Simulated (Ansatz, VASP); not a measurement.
**Mg2Ti3O3: VASP beside Ansatz**

```xyz
8
Lattice="5.3175 0.0000 0.0000 -2.6588 4.6051 0.0000 0.0000 0.0000 5.2476" Properties=species:S:1:pos:R:3 pbc="T T T"
Mg    0.0000    3.0701    2.6238
Mg    2.6588    1.5350    2.6238
Ti    0.0000    0.0000    0.0000
Ti    0.0000    3.0701    0.0000
Ti    2.6588    1.5350    0.0000
O     3.7172    0.0000    2.6238
O    -1.8586    3.2192    2.6238
O     0.8002    1.3860    2.6238
```

Alike in both runs: functional PBE; k mesh 4 × 4 × 3; occupations gaussian, width 0.2 eV; collinear spin.

Ansatz relaxed the structure, and its values are those at the end. VASP's run is a single point on that final structure, the one shown.

|  | VASP | Ansatz |
| --- | --- | --- |
| version | VASP 6.6.1 | Ansatz 0.2.0 |
| potentials or method | VASP PAW PBE potentials, release 64 (Mg, Ti_sv, O), cutoff 520 eV | scalar-relativistic, plane waves, PAW |
| valence electrons in the cell | 58 | 74 |

```tsv
	VASP	Ansatz	Ansatz less VASP
gap on the k mesh at the Fermi level (eV)	none	none	-
pressure (GPa)	0.6	0.6	-0.01
rms of the force components (eV/Å)	0.004	0.002	-0.0025
net moment per atom (μB)	0.58	0.58	-0.003
size of the moment on the site where the two differ most (μB)	1.33	1.26	-0.065
```

Site moments also hang on the region over which each program counts them. A gap of «none» marks a metal or a gap that the smearing closes. VASP's potentials hold 58 valence electrons a cell and Ansatz's 74, so a difference there can come from the potentials and not from the codes.

The k mesh is coarse, so the values compare programs but aren't converged.
